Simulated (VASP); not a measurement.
# LiBe (P2_1/m) in VASP: single point with PBE

Aim: the single point of LiBe with PBE.

Program: VASP 6.6.1. These are calculated values, not measurements. Logs are shortened: lines on timing, memory, paths and dates and some standing lists are left out, and cuts for length are marked.

### 1 The cell of the first run

The typed cell holds 4 atoms: a = 2.604 Å, b = 2.728 Å, c = 7.280 Å, α = 90.00°, β = 110.92°, γ = 90.00°.

The cell was generated, and may not be a known phase.

### 2 Single point, PBE

File INCAR:

```
ALGO = Fast
EDIFF = 1E-6
ENCUT = 520
GGA = PE
ISIF = 2
ISMEAR = 0
LASPH = True
LCHARG = False
LREAL = False
LWAVE = False
NBANDS = 13
NELM = 100
PREC = Accurate
SIGMA = 0.1
```

File KPOINTS:

```
k-points
0
Gamma
  20 16 8
```

File POSCAR:

```
LiBe
1.0
    2.5898550832      0.0000000000     -0.2741065293
    0.0000000000      2.7277841935      0.0000000000
   -1.8690365892      0.0000000000      7.0357606022
Li Be
2 2
Direct
    0.5760105265      0.7500000000      0.8268403803
    0.4239894735      0.2500000000      0.1731596197
    0.8214694906      0.2500000000      0.5716190124
    0.1785305094      0.7500000000      0.4283809876
```

Potentials or basis: VASP PAW PBE potentials, release 64 (Li_sv, Be).

On the command line:

```sh
$ cat potpaw_PBE.64/Li_sv/POTCAR potpaw_PBE.64/Be/POTCAR > POTCAR
$ mpirun -np 1 vasp_std > vasp.out
```

OUTCAR:

```text
EDIFF = 1E-6
   ENCUT = 520
   GGA = PE
   ISIF = 2
   ISMEAR = 0
   LASPH = True
   LREAL = False
   NELM = 100
   PREC = Accurate

 ion  position               nearest neighbor table
   1  0.576  0.750  0.827-
   2  0.424  0.250  0.173-
   3  0.821  0.250  0.572-   4 2.12   4 2.12   4 2.12   4 2.12
   4  0.179  0.750  0.428-   3 2.12   3 2.12   3 2.12   3 2.12

  LATTYP: Found a simple monoclinic cell.
 ALAT       =     2.6043202072
 B/A-ratio  =     1.0474073756
 C/A-ratio  =     2.6110332105
 COS(beta)  =    -0.0007567729

  Lattice vectors:

 A1 = (   2.5898550832,   0.0000000000,  -0.2741065293)
 A2 = (   0.0000000000,  -2.7277841935,   0.0000000000)
 A3 = (  -0.7208184940,   0.0000000000,  -6.7616540729)

Analysis of symmetry for initial positions (statically):
=====================================================================
 Subroutine PRICEL returns:
 Original cell was already a primitive cell.

 Routine SETGRP: Setting up the symmetry group for a
 simple monoclinic supercell.

 Subroutine GETGRP returns: Found  4 space group operations
 (whereof  2 operations were pure point group operations)
 out of a pool of  4 trial point group operations.

The static configuration has the point symmetry S_2 .
 The point group associated with its full space group is C_2h.

Analysis of symmetry for dynamics (positions and initial velocities):
=====================================================================
 Subroutine PRICEL returns:
 Original cell was already a primitive cell.

 Routine SETGRP: Setting up the symmetry group for a
 simple monoclinic supercell.

 Subroutine GETGRP returns: Found  4 space group operations
 (whereof  2 operations were pure point group operations)
 out of a pool of  4 trial point group operations.

The dynamic configuration has the point symmetry S_2 .
 The point group associated with its full space group is C_2h.

 Subroutine INISYM returns: Found  4 space group operations
 (whereof  2 operations are pure point group operations),
 and found     1 'primitive' translations

----------------------------------------------------------------------------------------

                                     Primitive cell

  volume of cell :      48.3071

  direct lattice vectors                    reciprocal lattice vectors
     2.589855083  0.000000000 -0.274106529     0.397292184  0.000000000  0.105539922
     0.000000000  2.727784193  0.000000000     0.000000000  0.366597916  0.000000000
[... 104 lines left out ...]
   ISMEAR =     0;   SIGMA  =   0.10  broadening in eV -4-tet -1-fermi 0-gaus
   EFERMI_NEDOS =   21; number of points for ismear=-14 and -15
   IALGO  =     68    algorithm
   IMIX   =      4    mixing-type and parameters
     AMIX     =   0.40;   BMIX     =  1.00
     AMIX_MAG =   1.60;   BMIX_MAG =  1.00
  volume/ion in A,a.u.               =      12.08        81.50
  Fermi-wavevector in a.u.,A,eV,Ry     =   0.968437  1.830080 12.760486  0.937869
  Thomas-Fermi vector in A             =   2.098406
   LORBIT       =      0    0 simple, 1 ext, 2 COOP (PROOUT), +10 PAW based schemes
   GGA     = PE    functional components
   LHFCALC =     F    Hartree Fock is set to
   AEXX    =    0.0000 exact exchange contribution
   IVDW    =     0    specifies the selected vdW correction
   LEPSILON=     F    determine dielectric tensor
   LRPA    =     F    only Hartree local field effects (RPA)
 non-spin polarized calculation
 RMM-DIIS sequential band-by-band and
 Gauss-broadening in eV      SIGMA  =   0.10
  energy-cutoff  :      520.00
  volume of cell :       48.31
 maximum number of plane-waves:      1328
   NGX =  9   NGY = 11   NGZ = 27

 number of electron      10.0000000 magnetization

 number of electron       9.9999999 magnetization

 Free energy of the ion-electron system (eV)
  ---------------------------------------------------
  ext. energy  EPLUGINS =         0.00000000
  ---------------------------------------------------
  free energy    TOTEN  =       -10.79878820 eV

  energy without entropy =      -10.79372467  energy(sigma->0) =      -10.79625644

 E-fermi :   2.6807     XC(G=0):  -8.7143

 val. band max:        2.6798823756   @ k =   0.5000   0.1875   0.0000
 cond. band min:       2.6810333115   @ k =   0.1500   0.4375   0.1250
 fundamental gap:      0.0011509360
 Fermi energy:         2.6807123805

 k-point     1 :       0.0000    0.0000    0.0000
  band No.  band energies     occupation
      1     -42.9414      2.00000
      2     -42.9265      2.00000
      3      -5.3303      2.00000
      4      -1.1702      2.00000
      5       0.2411      2.00000
      6       5.6430      0.00000
      7       7.8604      0.00000
      8       8.9912      0.00000
      9       9.4160      0.00000
     10      14.2114      0.00000
     11      14.4320      0.00000
     12      15.5749      0.00000
     13      15.9514      0.00000
[... 354 lines left out ...]
  band No.  band energies     occupation
      1     -42.9366      2.00000
      2     -42.9230      2.00000
      3      -5.0605      2.00000
      4      -0.9232      2.00000
      5       0.5159      2.00000
      6       5.7685      0.00000
      7       6.0395      0.00000
      8       8.9120      0.00000
      9       9.9668      0.00000
     10      12.3589      0.00000
     11      13.3492      0.00000
     12      15.6877      0.00000
     13      16.5717      0.00000

 [... further k-points ...]

------------------------ aborting loop because EDIFF is reached ----------------------------------------

  FORCE on cell =-STRESS in cart. coord.  units (eV):
  Direction    XX          YY          ZZ          XY          YZ          ZX
  --------------------------------------------------------------------------------------
  -------------------------------------------------------------------------------------
  Total        0.0003680      0.0065204     -0.0134008      0.0000000      0.0000000     -0.0008925
  in kB        0.0122053      0.2162582     -0.4444577      0.0000000      0.0000000     -0.0296014
  external PRESSURE =      -0.0719981 kB  Pullay stress =       0.0000000 kB

 VOLUME and BASIS-vectors are now :
 -----------------------------------------------------------------------------
  energy-cutoff  :      520.00
  volume of cell :       48.31
      direct lattice vectors                 reciprocal lattice vectors
     2.589855083  0.000000000 -0.274106529     0.397292184  0.000000000  0.105539922
     0.000000000  2.727784193  0.000000000     0.000000000  0.366597916  0.000000000
    -1.869036589  0.000000000  7.035760602     0.015478125  0.000000000  0.146242779

 POSITION                                       TOTAL-FORCE (eV/Angst)
 -----------------------------------------------------------------------------------
     -0.05361      2.04584      5.65956         0.000958     -0.000000     -0.001791
      0.77443      0.68195      1.10209        -0.000958     -0.000000      0.001791
      1.05911      0.68195      3.79660         0.000702     -0.000000      0.002237
     -0.33829      2.04584      2.96505        -0.000702      0.000000     -0.002237
 -----------------------------------------------------------------------------------
    total drift:                               -0.000000      0.000000      0.000000

  FREE ENERGIE OF THE ION-ELECTRON SYSTEM (eV)
  ---------------------------------------------------
  free  energy   TOTEN  =       -10.7987882044 eV

  energy  without entropy=      -10.7937246730  energy(sigma->0) =      -10.79625644
```

OSZICAR:

```text
N       E                     dE             d eps       ncg     rms          rms(c)
DAV:   1     0.296459185828E+02    0.29646E+02   -0.44629E+03 19196   0.746E+02
DAV:   2    -0.507398831115E+01   -0.34720E+02   -0.33471E+02 23171   0.163E+02
DAV:   3    -0.110229960263E+02   -0.59490E+01   -0.58770E+01 37165   0.418E+01
DAV:   4    -0.111052733494E+02   -0.82277E-01   -0.82214E-01 24413   0.702E+00
DAV:   5    -0.111063690265E+02   -0.10957E-02   -0.10955E-02 30668   0.714E-01    0.172E+00
RMM:   6    -0.108070072299E+02    0.29936E+00   -0.79074E-02 27191   0.134E+00    0.635E-01
RMM:   7    -0.108002494938E+02    0.67577E-02   -0.13745E-02 31639   0.578E-01    0.358E-01
RMM:   8    -0.107983643656E+02    0.18851E-02   -0.58354E-03 32388   0.428E-01    0.513E-02
RMM:   9    -0.107986278051E+02   -0.26344E-03   -0.21683E-03 34583   0.240E-01    0.341E-02
RMM:  10    -0.107987213197E+02   -0.93515E-04   -0.77196E-04 34844   0.137E-01    0.315E-02
RMM:  11    -0.107987488389E+02   -0.27519E-04   -0.28838E-04 33103   0.815E-02    0.806E-03
RMM:  12    -0.107987701067E+02   -0.21268E-04   -0.15479E-04 31994   0.528E-02    0.572E-03
RMM:  13    -0.107987800466E+02   -0.99399E-05   -0.78995E-05 31640   0.352E-02    0.559E-03
RMM:  14    -0.107987851757E+02   -0.51291E-05   -0.39864E-05 30239   0.236E-02    0.605E-03
RMM:  15    -0.107987884103E+02   -0.32345E-05   -0.20560E-05 28889   0.168E-02    0.888E-03
RMM:  16    -0.107987859099E+02    0.25004E-05   -0.10444E-05 29114   0.149E-02    0.543E-03
RMM:  17    -0.107987874519E+02   -0.15420E-05   -0.52066E-06 24730   0.938E-03    0.140E-03
RMM:  18    -0.107987882044E+02   -0.75249E-06   -0.30404E-06 25091   0.739E-03
   1 F= -.10798788E+02 E0= -.10796256E+02  d E =-.506353E-02
```

It took 9.6 min on 1 thread of Oxide Virtual Turin-like, shared host; peak memory 0.44 GiB.

What came out:

| Property | Result |
| --- | --- |
| Free energy | -10.7988 eV |
| Band gap on the k mesh | zero (bands 5 and 6 overlap by 3.98 eV) |

Forces on the atoms (eV/Å):
```
Li   0.001  0.000 -0.002
Li  -0.001  0.000  0.002
Be   0.001  0.000  0.002
Be  -0.001  0.000 -0.002
```

Levels at points of the mesh, in eV from the Fermi level:
| k point | band 1 | band 2 | band 3 | band 4 | band 5 | band 6 | band 7 | band 8 | band 9 | band 10 |
| --- | --- | --- | --- | --- | --- | --- | --- | --- | --- | --- |
| (0.00, 0.00, 0.00) | -45.62 | -45.61 | -8.01 | -3.85 | -2.44 | 2.96 | 5.18 | 6.31 | 6.74 | 11.53 |
| (0.50, 0.00, 0.00) | -45.58 | -45.58 | -3.96 | -3.96 | -0.64 | -0.63 | 4.31 | 4.32 | 6.81 | 6.82 |
| (0.00, 0.50, 0.00) | -45.59 | -45.59 | -4.32 | -4.32 | -0.94 | -0.94 | 3.24 | 3.24 | 8.29 | 8.29 |
| (0.50, 0.50, 0.00) | -45.56 | -45.56 | -1.84 | -1.84 | 2.89 | 2.89 | 2.98 | 2.98 | 4.48 | 4.48 |
| (0.00, 0.00, 0.50) | -45.62 | -45.61 | -8.00 | -4.29 | -1.02 | 0.71 | 5.19 | 6.75 | 9.94 | 11.03 |
| (0.50, 0.00, 0.50) | -45.58 | -45.58 | -3.97 | -3.97 | -0.57 | -0.56 | 3.68 | 3.68 | 8.71 | 8.72 |
| (0.00, 0.50, 0.50) | -45.59 | -45.59 | -4.31 | -4.31 | -1.01 | -1.01 | 3.85 | 3.85 | 6.43 | 6.43 |
| (0.50, 0.50, 0.50) | -45.56 | -45.56 | -1.88 | -1.88 | 2.93 | 2.93 | 4.04 | 4.04 | 4.37 | 4.37 |

Caveat: the cutoff is under 1.25 times the usual one of these potentials, so pressure, stress and relaxed cells hold a basis-set (Pulay) error.
